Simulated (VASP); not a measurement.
VH, 4 atoms in the cell. It takes space group P6_3/mmc (No. 194, hexagonal). Conventional cell: a = 2.736 Å, b = 2.736 Å, c = 4.936 Å, α = 90.00°, β = 90.00°, γ = 120.00°. V (site symmetry -3m) has 6 H at 2.00 Å and 8 V at 2.47 to 2.74 Å within 2.8 Å. H (site symmetry -6m2) has 6 V at 2.00 Å and 6 H at 2.74 Å within 2.8 Å. 

| Quantity | Value |
| --- | --- |
| Program | VASP 6.6.1 |
| Task | single point |
| Functional | r2SCAN |
| Potentials or basis | VASP PAW PBE potentials, release 64 (V_sv, H) |
| Cutoff | 520 eV |
| k mesh | 11 × 11 × 5 |
| Occupations | gaussian, width 0.05 eV |
| Spin | collinear spin, ferromagnetic start |
| Starting moments | [1.0, 1.0, 0.0, 0.0] μB |
| Dipole correction | no |
| Further INCAR settings | ALGO = Normal; EDIFF = 1e-06; NBANDS = 26 |

Potentials or basis: VASP PAW PBE potentials, release 64 (V_sv, H).

Command:

```sh
$ cat potpaw_PBE.64/V_sv/POTCAR potpaw_PBE.64/H/POTCAR > POTCAR
$ cp INCAR.step1 INCAR
$ mpirun -np 1 vasp_std > vasp.out
$ cp INCAR.step2 INCAR
$ mpirun -np 1 vasp_std > vasp.out
```

Hardware: 1 thread of AMD EPYC 7R13 Processor (Zen 3), on a shared host.

How long does it take, and how much memory?

Run time: 3.8 min on 1 thread of AMD EPYC 7R13 Processor (Zen 3), with other jobs on the host, peak memory 0.17 GiB. Counts: k points 48.
